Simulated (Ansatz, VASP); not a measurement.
**Two plane-wave programs on Ni**

```xyz
1
Lattice="0.0000 1.7619 1.7619 1.7619 0.0000 1.7619 1.7619 1.7619 0.0000" Properties=species:S:1:pos:R:3 pbc="T T T"
Ni    0.0000    0.0000    0.0000
```

Alike in both runs: task relaxation of cell and atoms; functional PBE; k mesh 20 × 20 × 20; occupations gaussian, width 0.1 eV; collinear spin.

|  | VASP | Ansatz |
| --- | --- | --- |
| version | VASP 6.6.1 | Ansatz 0.2.0 |
| potentials or method | VASP PAW PBE potentials, release 64 (Ni), cutoff 600 eV | scalar-relativistic, plane waves, PAW |
| valence electrons in the cell | 10 | 18 |

VASP gave:

```
gap on the k mesh at the Fermi level, each at its own relaxed structure (eV) : none
net moment per atom (μB)                                                     : 0.63
size of the moment on the site where the two differ most (μB)                : 0.64
relaxed volume (Å³/atom)                                                     : 10.88
relaxed cell length with the largest relative difference (Å)                 : 2.487
```

Question: What did Ansatz give for the same quantities?

Answer: gap on the k mesh at the Fermi level, each at its own relaxed structure (eV): none; net moment per atom (μB): 0.64; size of the moment on the site where the two differ most (μB): 0.68; relaxed volume (Å³/atom): 10.89; relaxed cell length with the largest relative difference (Å): 2.488.

Site moments also hang on the region over which each program counts them. A gap of «none» marks a metal or a gap that the smearing closes. VASP's potentials hold 10 valence electrons a cell and Ansatz's 18, so a difference there can come from the potentials and not from the codes.
